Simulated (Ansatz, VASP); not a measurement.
One calculation of C, two programs

INCAR

```
SYSTEM = C
PREC = Accurate ; ENCUT = 910
EDIFF = 1E-6 ; ISMEAR = 0
SIGMA = 0.05 ; LREAL = .False.
LASPH = .True. ; NELM = 120
ALGO = Normal ; ISIF = 2
LWAVE = .False. ; LCHARG = .False.
NBANDS = 11 ; GGA_COMPAT = .False.
```

File KPOINTS:

```
regular mesh
0
Gamma
  12 12 12
  0 0 0
```

Contents of POSCAR:

```
C
1.0
    0.0000000000      1.8380038116      1.6689074609
    1.8380038116      0.0000000000      1.6689074609
    1.8380038116      1.8380038116      0.0000000000
C
2
Direct
    0.5000000000      0.5000000000      0.5000000000
    0.7500000000      0.7500000000      0.7500000000
```

Input for Ansatz:

```yaml
crystal:
  lattice:
    - [0.0, 1.8380038116, 1.6689074609]
    - [1.8380038116, 0.0, 1.6689074609]
    - [1.8380038116, 1.8380038116, 0.0]
  atoms:
    - { symbol: C, position: [0.5, 0.5, 0.5] }
    - { symbol: C, position: [0.75, 0.75, 0.75] }
basis:
  ecutwfc: 520.0
kpoints:
  mp_grid: { grid: [12, 12, 12] }
hamiltonian:
  xc: lda
  pseudopotentials: { kind: paw, azcp: { folder: soft_1 } }
scf:
  occupations: { method: gaussian, width: 0.05 }
output:
  forces: true
  stress: true
  eigenvalues: true
```

Alike in both runs: task single point; functional LDA; k mesh 12 × 12 × 12; occupations gaussian, width 0.05 eV; no spin polarisation.

|  | VASP | Ansatz |
| --- | --- | --- |
| version | VASP 6.6.1 | Ansatz 0.2.0 |
| potentials or method | VASP PAW LDA potentials, release 64 (C_h), cutoff 910 eV | scalar-relativistic, plane waves, PAW |
| valence electrons in the cell | 8 | 8 |

```csv
,VASP,Ansatz,Ansatz less VASP
gap on the k mesh at the Fermi level (eV),1.79,1.80,+0.009
least direct gap on the mesh (eV),3.99,3.99,-0.002
```

Ansatz warns that its potentials were made for another functional, while VASP's fit it. LDA's correlation is that of Perdew and Zunger in VASP and of Perdew and Wang (1992) in Ansatz.

Noted on VASP's run: the cutoff is short for stress, so the pressure is rough.
